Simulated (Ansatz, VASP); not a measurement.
## MgI2: VASP beside Ansatz

The input POSCAR:

```
MgI2
1.0
    4.1400000000      0.0000000000      0.0000000000
   -2.0700000000      3.5853451717      0.0000000000
    0.0000000000      0.0000000000      6.8800000000
I Mg
2 1
Direct
    0.6666666667      0.3333333333      0.7500000000
    0.3333333333      0.6666666667      0.2500000000
    0.0000000000      0.0000000000      0.0000000000
```

Contents of INCAR.step1:

```
ALGO = Normal
EDIFF = 1E-5
ENCUT = 520
GGA = PE
ISIF = 2
ISMEAR = -1
LASPH = True
LCHARG = False
LREAL = False
LWAVE = True
NBANDS = 15
NELM = 60
PREC = Accurate
SIGMA = 0.05
```

The input INCAR.step2:

```
AEXX = 0.25
ALGO = Normal
EDIFF = 1E-7
ENCUT = 520
GGA = PE
HFSCREEN = 0.3
ISIF = 2
ISMEAR = -1
ISTART = 1
LASPH = True
LCHARG = False
LHFCALC = True
LREAL = False
LWAVE = False
NBANDS = 15
NELM = 60
PREC = Accurate
PRECFOCK = Normal
SIGMA = 0.05
```

Contents of KPOINTS:

```
k-points
0
Gamma
  4 4 2
```

Contents of input.yaml:

```yaml
crystal:
  lattice:
    - [4.14, 0.0, 0.0]
    - [-2.07, 3.5853451717, 0.0]
    - [0.0, 0.0, 6.88]
  atoms:
    - { symbol: I, position: [0.6666666667, 0.3333333333, 0.75] }
    - { symbol: I, position: [0.3333333333, 0.6666666667, 0.25] }
    - { symbol: Mg, position: [0.0, 0.0, 0.0] }
hamiltonian:
  xc: { exchange: pbe, correlation: pbe, exx: { coeff: 0.25, omega: 0.3 } }
  pseudopotentials: { kind: paw }
kpoints:
  mp_grid: { grid: [4, 4, 2] }
scf:
  occupations: { method: fermi_dirac, width: 0.05 }
output:
  forces: true
  stress: true
  eigenvalues: true
  write_density: true
  write_potential: true
  elf: true
  volumetric_format: npy
```

Alike in both runs: task single point; functional PBE-based screened hybrid with a share of 0.25 of exact exchange and HFSCREEN = 0.3; k mesh 4 × 4 × 2; occupations fermi-dirac, width 0.05 eV; no spin polarisation.

```csv
,VASP,Ansatz
version,VASP 6.6.1,Ansatz 0.2.0
potentials or method,"VASP PAW PBE potentials, release 64 (I, Mg)",Ansatz PAW
plane-wave cutoff (eV),520,420
valence electrons in the cell,16,44
```

Ansatz gave:

```
gap on the k mesh at the Fermi level (eV)                     : 4.24
least direct gap on the mesh (eV)                             : 4.46
pressure (GPa)                                                : 0.1
traceless stress, the component that is largest in VASP (GPa) : -0.62
rms of the force components (eV/Å)                            : 0.171
```

Q: What did VASP give for the same quantities?

A: gap on the k mesh at the Fermi level (eV): 4.21; least direct gap on the mesh (eV): 4.41; pressure (GPa): 0.0; traceless stress, the component that is largest in VASP (GPa): -0.61; rms of the force components (eV/Å): 0.179.

VASP's potentials were made for PBE, not for PBE-based screened hybrid. Atom by atom the forces differ by 0.008 eV/Å (rms over components). VASP's potentials hold 16 valence electrons a cell and Ansatz's 44, so a difference there can come from the potentials and not from the codes.

The k mesh is coarse, so the values compare programs but aren't converged. Neither program's run includes spin-orbit coupling.
